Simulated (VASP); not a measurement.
NaHf, 2 atoms in the cell. It takes space group Fm-3m (No. 225, cubic). Conventional cell: a = 5.855 Å, b = 5.855 Å, c = 5.855 Å, α = 90.00°, β = 90.00°, γ = 90.00°. Within 3.9 Å of Na (site symmetry m-3m) lie 6 Hf at 2.93 Å. Within 3.9 Å of Hf (site symmetry m-3m) lie 6 Na at 2.93 Å. 

```yaml
Program: VASP 6.6.1
Task: single point
Functional: PBE
Potentials_or_basis: VASP PAW PBE potentials, release 64 (Na_pv, Hf_pv)
Cutoff: 520 eV
k_mesh: 16 × 16 × 16
Occupations: gaussian, width 0.1 eV
Spin: no spin polarisation
Dipole_correction: no
Further_INCAR_settings: ALGO = Normal; EDIFF = 1e-07; NBANDS = 16
```

Potentials or basis: VASP PAW PBE potentials, release 64 (Na_pv, Hf_pv).

Command:

```console
$ cat potpaw_PBE.64/Na_pv/POTCAR potpaw_PBE.64/Hf_pv/POTCAR > POTCAR
$ mpirun -np 1 vasp_std > vasp.out
```

Hardware: 1 thread of Intel(R) Xeon(R) 6975P-C (Granite Rapids), with other jobs on the host.

Q: Estimate the wall time of this run.

A: Wall time 35 s on 1 thread of Intel(R) Xeon(R) 6975P-C (Granite Rapids) (shared host), peak memory 0.25 GiB. Counts: scf iterations 13, k points 145.
